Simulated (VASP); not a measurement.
Input of a VASP 6.6.1 run:

File INCAR:

```
SYSTEM = CsPbBr3
ALGO = Normal ; EDIFF = 1E-7
ENCUT = 520 ; GGA = PS
ISIF = 2 ; ISMEAR = 0
LASPH = .True. ; LCHARG = .False.
LREAL = Auto ; LWAVE = .False.
NBANDS = 104 ; NELM = 60
PREC = Accurate ; SIGMA = 0.02
```

File KPOINTS:

```
Automatic mesh
0
Gamma
  2 2 2
  0.5 0.5 0.5
```

File POSCAR:

```
CsPbBr3
1.0
   -5.8796659405      5.8796659405      5.8796659405
    5.8796659405     -5.8796659405      5.8796659405
    5.8796659405      5.8796659405     -5.8796659405
Cs Pb Br
4 4 12
Direct
   -0.0819473748      0.4140020100      0.4967003023
    0.4937852081      0.0008444596      0.5082989979
    0.5119672350      0.5078800312     -0.0019982318
    0.0108252577     -0.0480039093     -0.0577742505
    0.4947173125      0.5018067428      0.4978333391
    0.0020138696     -0.0017752509      0.4973451000
    0.0047751869      0.5016444547      0.0081256044
    0.5018704039     -0.0021300191     -0.0026845917
    0.7882279849      0.7048714393      0.4929724655
    0.2288299504      0.3062591119      0.5355601262
    0.2131255953      0.7048749053     -0.0821866782
    0.7719139751      0.3061471197      0.0785419475
    0.7222411617      0.4725611187      0.7513218918
    0.2903426422      0.0562413160      0.7671562648
    0.3111175813      0.5549235244      0.2448113018
    0.7045507150     -0.0370863594      0.2595920574
    0.4576396762      0.2025322384      0.2553543440
    0.0480339830      0.8097467705      0.2378172619
   -0.0516751962      0.2025912173      0.7458811831
    0.5729261347      0.8096712549      0.7628376808
```

Potentials or basis: VASP PAW PBE potentials, release 64 (Cs_sv, Pb_d, Br).

Run with:

```bash
$ cat potpaw_PBE.64/Cs_sv/POTCAR potpaw_PBE.64/Pb_d/POTCAR potpaw_PBE.64/Br/POTCAR > POTCAR
$ mpirun -np 1 vasp_std > vasp.out
```

(1) What does it give for the largest force?

(2) Predict the band gap on the k mesh.

(3) What does it give for the pressure?

Answers

(1) 0.019 eV/Å.

(2) 2.58 eV (least direct gap 2.59 eV).

(3) -0.6 GPa.

Caveat: the PAW data sets were made with another functional, which shifts forces and pressure a little; spin-orbit coupling is left out, which moves the levels of the heavy elements; a shifted mesh leaves out Γ, where band edges can lie.
